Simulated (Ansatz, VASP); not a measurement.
# InAs in VASP and in Ansatz

The input INCAR:

```
SYSTEM = InAs
  ALGO = Normal
  EDIFF = 1E-6
  ENCUT = 500
  GGA = PS
  GGA_COMPAT = .False.
  ISIF = 2
  ISMEAR = 0
  LASPH = .True.
  LCHARG = .False.
  LREAL = .False.
  LWAVE = .False.
  NBANDS = 16
  NELM = 120
  PREC = Accurate
  SIGMA = 0.1
```

Contents of KPOINTS:

```
k-points
0
Gamma
  12 12 12
  0 0 0
```

Contents of POSCAR:

```
InAs
1.0
    0.0000000000      3.0436208889      3.0436208889
    3.0436208889      0.0000000000      3.0436208889
    3.0436208889      3.0436208889      0.0000000000
In As
1 1
Direct
    0.0000000000      0.0000000000      0.0000000000
    0.2500000000      0.2500000000      0.2500000000
```

Input for Ansatz:

```yaml
crystal:
  lattice:
    - [0.0, 3.0436208889, 3.0436208889]
    - [3.0436208889, 0.0, 3.0436208889]
    - [3.0436208889, 3.0436208889, 0.0]
  atoms:
    - { symbol: In, position: [0.0, 0.0, 0.0] }
    - { symbol: As, position: [0.25, 0.25, 0.25] }
basis:
  ecutwfc: 600.0
kpoints:
  mp_grid: { grid: [12, 12, 12] }
hamiltonian:
  xc: pbesol
scf:
  occupations: { method: gaussian, width: 0.1 }
output:
  forces: true
  stress: true
  eigenvalues: true
```

Alike in both runs: task single point; functional PBEsol; k mesh 12 × 12 × 12; occupations gaussian, width 0.1 eV; no spin polarisation.

|  | VASP | Ansatz |
| --- | --- | --- |
| version | VASP 6.6.1 | Ansatz 0.2.0 |
| potentials or method | VASP PAW PBE potentials, release 64 (In_d, As), cutoff 500 eV | scalar-relativistic, plane waves, PAW |
| valence electrons in the cell | 18 | 28 |

|  | VASP | Ansatz | Ansatz less VASP |
| --- | --- | --- | --- |
| gap on the k mesh at the Fermi level (eV) | none | none | - |
| pressure (GPa) | 0.1 | 0.0 | -0.09 |

VASP's potentials were made for PBE, not for PBEsol. A gap of «none» marks a metal or a gap that the smearing closes. VASP's potentials hold 18 valence electrons a cell and Ansatz's 28, so a difference there can come from the potentials and not from the codes.
